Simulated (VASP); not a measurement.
**AlN: single point with PBE**

Crystal: AlN.

```
Al N
1.0
     0.00000   -2.20157   -2.20157
    -2.20157    0.00000   -2.20157
     2.20157    2.20157   -4.40314
Al N
2 2
Direct
  0.98729 0.07598 0.00354
  0.51979 0.43109 0.50354
  0.35363 0.43310 0.86819
  0.88275 0.80327 0.36819
```

This cell differs from its parent crystal: mode 4 frozen in at -0.205 Å and mode 10 at +0.060 Å (largest displacements).

```
Program             : VASP 6.6.1
Task                : single point
Functional          : PBE
Potentials or basis : VASP PAW PBE potentials, release 64 (Al, N)
Cutoff              : 520 eV
k mesh              : 6 × 6 × 6
Occupations         : gaussian, width 0.05 eV
Spin                : no spin polarisation
```

```json
{
 "Pressure": "-1.0 GPa",
 "Largest force": "1.866 eV/Å",
 "Band gap on the k mesh": "3.09 eV, indirect (least direct gap 3.56 eV)"
}
```

Forces in eV/Å, atoms in the order of the input:
```
Al   0.959  0.166  1.593
Al  -0.503  0.315  0.461
N    0.172 -0.337 -0.830
N   -0.628 -0.143 -1.223
```

Stress tensor (GPa, compression positive):
```
-3.52  5.50  0.08
 5.50  2.79  0.07
 0.08  0.07 -2.29
```

Levels at points of the mesh, in eV from the valence-band top:
```tsv
k point	band 6	band 7	band 8	band 9	band 10	band 11
(0.00, 0.00, 0.00)	-0.32	-0.07	0.00	3.56	6.69	9.14
(0.50, 0.00, 0.00)	-2.53	-1.35	-1.26	5.42	5.52	8.64
(0.00, 0.50, 0.00)	-1.97	-1.42	-1.32	5.26	5.57	8.55
(0.50, 0.50, 0.50)	-2.14	-1.19	-1.15	5.34	5.50	8.44
(0.50, 0.50, 0.00)	-1.77	-0.71	-0.55	3.17	6.68	8.00
(0.00, 0.50, 0.50)	-1.93	-0.91	-0.65	3.20	6.87	7.84
(0.50, 0.00, 0.50)	-1.89	-0.89	-0.56	3.09	6.54	8.16
(0.00, 0.00, 0.50)	-0.53	-0.24	-0.08	5.71	5.80	10.14
```

It took 72 s on 1 thread of Intel(R) Xeon(R) Platinum 8488C (Sapphire Rapids), on a shared host, peak memory 0.19 GiB.

Caveat: the cell differs from its parent crystal (mode 4 frozen in at -0.205 Å and mode 10 at +0.060 Å (largest displacements)); forces of over 1 eV/Å act on the atoms, so gaps and moduli don't describe the material at rest. A k mesh can miss the band edges.
